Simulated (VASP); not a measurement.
The system is Cs.

```
Cs
1.0
     5.36733    0.00000    0.00000
    -2.68367    4.64825    0.00000
     0.00000    0.00000    5.01510
Cs
1
Cartesian
  0.0000 0.0000 0.0000
```

This isn't the form of Cs at room conditions, which is bcc.

```yaml
Program: VASP 6.6.1
Task: relaxation of cell and atoms
Functional: PBEsol
Potentials_or_basis: VASP PAW PBE potentials, release 64 (Cs_sv)
Cutoff: 600 eV
k_mesh: 12 × 12 × 12
Occupations: gaussian, width 0.1 eV
Spin: no spin polarisation
```

At the start: pressure -0.2 GPa; volume 125.12 Å³/atom.

Task: How do energy, volume and symmetry change on relaxing?

Result: Over 8 steps the energy falls by 5.9 meV/atom and the volume is 113.84 Å³/atom (-9.0 %); space group P6/mmm (No. 191, to 0.1 Å) before and after.

The path:
| step | energy change (eV) | largest force (eV/Å) | pressure (GPa) | volume (Å³) |
| --- | --- | --- | --- | --- |
| 1 | 0.0000 | 0.0000 | -0.15 | 125.12 |
| 2 | -0.0020 | 0.0000 | -0.13 | 122.97 |
| 3 | -0.0054 | 0.0000 | -0.05 | 116.97 |
| 4 | -0.0014 | 0.0000 | 0.17 | 105.55 |
| 5 | -0.0058 | 0.0000 | -0.01 | 114.27 |
| 6 | -0.0058 | 0.0000 | 0.00 | 114.01 |
| 7 | -0.0059 | 0.0000 | 0.00 | 113.93 |
| 8 | -0.0059 | 0.0000 | 0.00 | 113.84 |

Final structure:
```yaml
crystal:
  lattice:
    - [5.18788, 0.00000, 0.00000]
    - [-2.59394, 4.49283, 0.00000]
    - [0.00000, 0.00000, 4.88409]
  atoms:
    - { symbol: Cs, position: [0.00000, 0.00000, 0.00000] }
```

Caveat: the PAW data sets were made with another functional, which shifts forces and pressure a little.
